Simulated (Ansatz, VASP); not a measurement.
## Two plane-wave programs on AlP2

```
Al P
1.0
    -1.65121    1.65121    5.23775
     1.65121   -1.65121    5.23775
     1.65121    1.65121   -5.23775
Al P
1 2
Direct
  0.00000 0.00000 0.00000
  0.60668 0.60668 0.00000
  0.39332 0.39332 0.00000
```

Alike in both runs: functional PBE; k mesh 20 × 20 × 20; occupations gaussian, width 0.1 eV; no spin polarisation.

Ansatz relaxed the structure, and its values are those at the end. VASP's run is a single point on that final structure, the one shown.

|  | VASP | Ansatz |
| --- | --- | --- |
| version | VASP 6.6.1 | Ansatz 0.2.0 |
| potentials or method | VASP PAW PBE potentials, release 64 (Al, P), cutoff 520 eV | scalar-relativistic, plane waves, PAW |
| valence electrons in the cell | 13 | 13 |

Ansatz gave:

* gap on the k mesh at the Fermi level (eV): none
* pressure (GPa): 0.0
* rms of the force components (eV/Å): 0.000

Q: Which values does VASP return?

A: gap on the k mesh at the Fermi level (eV): none; pressure (GPa): -0.2; rms of the force components (eV/Å): 0.030.

A gap of «none» marks a metal or a gap that the smearing closes. The functional is the same, so the differences come from potentials, cutoffs and numerics.
